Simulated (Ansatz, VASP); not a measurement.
One calculation of BN, two programs

File INCAR:

```
  ALGO = Normal
  EDIFF = 1E-6
  EDIFFG = -0.002
  ENCUT = 520
  GGA = PS
  IBRION = 2
  ISIF = 2
  ISMEAR = 0
  LASPH = True
  LCHARG = False
  LREAL = False
  LWAVE = False
  NELM = 80
  NSW = 60
  PREC = Accurate
  SIGMA = 0.02
```

Contents of KPOINTS:

```
k-points
0
Gamma
  9 9 6
```

The input POSCAR:

```
BN
1.0
    2.5024521521      0.0000000000      0.0000000000
   -1.2512260760      2.1671871355      0.0000000000
    0.0000000000      0.0000000000      4.2101764159
B N
2 2
Direct
    0.3333333333      0.6666666667      0.0000751913
    0.6666666667      0.3333333333      0.5000751913
    0.3333333333      0.6666666667      0.3739248087
    0.6666666667      0.3333333333      0.8739248087
```

Input for Ansatz:

```yaml
crystal:
  lattice:
    - [2.5024521521, 0.0, 0.0]
    - [-1.251226076, 2.1671871355, 0.0]
    - [0.0, 0.0, 4.2101764159]
  atoms:
    - { symbol: B, position: [0.3333333333, 0.6666666667, 7.51913e-05] }
    - { symbol: B, position: [0.6666666667, 0.3333333333, 0.5000751913] }
    - { symbol: "N", position: [0.3333333333, 0.6666666667, 0.3739248087] }
    - { symbol: "N", position: [0.6666666667, 0.3333333333, 0.8739248087] }
basis:
  ecutwfc: 600.0
kpoints:
  mp_grid: { grid: [9, 9, 6] }
hamiltonian:
  xc: pbesol
  pseudopotentials: { kind: paw, azcp: { folder: soft_1 } }
scf:
  occupations: { method: gaussian, width: 0.02 }
output:
  forces: true
  stress: true
  eigenvalues: true
relax:
  adjacent_minimum: "off"
  f_tol: 0.002
  max_steps: 40
```

Change from the starting cell: strained cell.

Alike in both runs: task relaxation of the atoms; functional PBEsol; k mesh 9 × 9 × 6; occupations gaussian, width 0.02 eV; no spin polarisation.

|  | VASP | Ansatz |
| --- | --- | --- |
| version | VASP 6.6.1 | Ansatz 0.2.0 |
| potentials or method | VASP PAW PBE potentials, release 64 (B, N), cutoff 520 eV | scalar-relativistic, plane waves, PAW |
| valence electrons in the cell | 16 | 16 |

Ansatz gave:

| Item | Value |
| --- | --- |
| gap on the k mesh at the Fermi level, each at its own relaxed structure (eV) | 4.80 |

Q: Estimate VASP's values.

A: gap on the k mesh at the Fermi level, each at its own relaxed structure (eV): 4.78.

VASP's potentials were made for PBE, not for PBEsol, and Ansatz warns of the same on its side. Ansatz's warnings: stress scf threshold loose.
